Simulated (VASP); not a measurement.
A run of VASP 6.6.1 is set up as follows.

INCAR

```
SYSTEM = As
ALGO = Normal ; EDIFF = 1E-6
EDIFFG = -0.04 ; ENCUT = 600
GGA = PE ; IBRION = 2
ISIF = 3 ; ISMEAR = 0
LASPH = .TRUE. ; LCHARG = .FALSE.
LREAL = .FALSE. ; LWAVE = .FALSE.
NELM = 100 ; NSW = 90
PREC = Accurate ; SIGMA = 0.1
```

KPOINTS

```
k-points
0
G
  4 4 4
  0 0 0
```

Contents of POSCAR:

```
As
1.0
    5.7225020800      0.0000000000      0.0000000000
    0.0000000000      5.7225020800      0.0000000000
    0.0000000000      0.0000000000      5.7225020800
As
12
Direct
    0.0000000000      0.0000000000      0.0000000000
    0.5000000000      0.0000000000      0.5000000000
    0.5000000000      0.5000000000      0.0000000000
    0.0000000000      0.5000000000      0.5000000000
    0.6190059900      0.8809940100      0.1190059900
    0.8809940100      0.1190059900      0.6190059900
    0.1190059900      0.6190059900      0.8809940100
    0.3809940100      0.3809940100      0.3809940100
    0.6190059900      0.6190059900      0.6190059900
    0.8809940100      0.3809940100      0.1190059900
    0.1190059900      0.8809940100      0.3809940100
    0.3809940100      0.1190059900      0.8809940100
```

Potentials or basis: VASP PAW PBE potentials, release 64 (As).

The run is started by

```sh
$ cat potpaw_PBE.64/As/POTCAR > POTCAR
$ mpirun -np 1 vasp_std > vasp.out
```

Q: Estimate the space group after relaxing (to 0.05 Å).

A: Pa-3 (No. 205).

Q: Predict the relaxed volume.

A: 22.61 Å³/atom.

Q: What does it give for the band gap on the k mesh?

A: Zero (band 30 reaches 5.43 eV, above the bottom of band 31 at 3.18 eV).

Step by step:
| step | energy change (eV) | largest force (eV/Å) | pressure (GPa) | volume (Å³) |
| --- | --- | --- | --- | --- |
| 1 | 0.0000 | 0.4852 | 48.99 | 187.39 |
| 2 | -5.4486 | 1.2096 | -10.43 | 349.04 |
| 3 | -8.8730 | 1.0503 | -0.39 | 266.31 |
| 4 | -8.8727 | 1.0433 | 0.06 | 264.55 |
| 5 | -9.1963 | 0.6956 | 0.28 | 265.49 |
| 6 | -9.3767 | 0.0282 | 1.09 | 266.74 |
| 7 | -9.3879 | 0.0225 | -0.52 | 273.60 |
| 8 | -9.3915 | 0.0057 | 0.00 | 271.29 |

Caveat: the volume moved by over 15 % at a fixed basis, so the end points are rough.
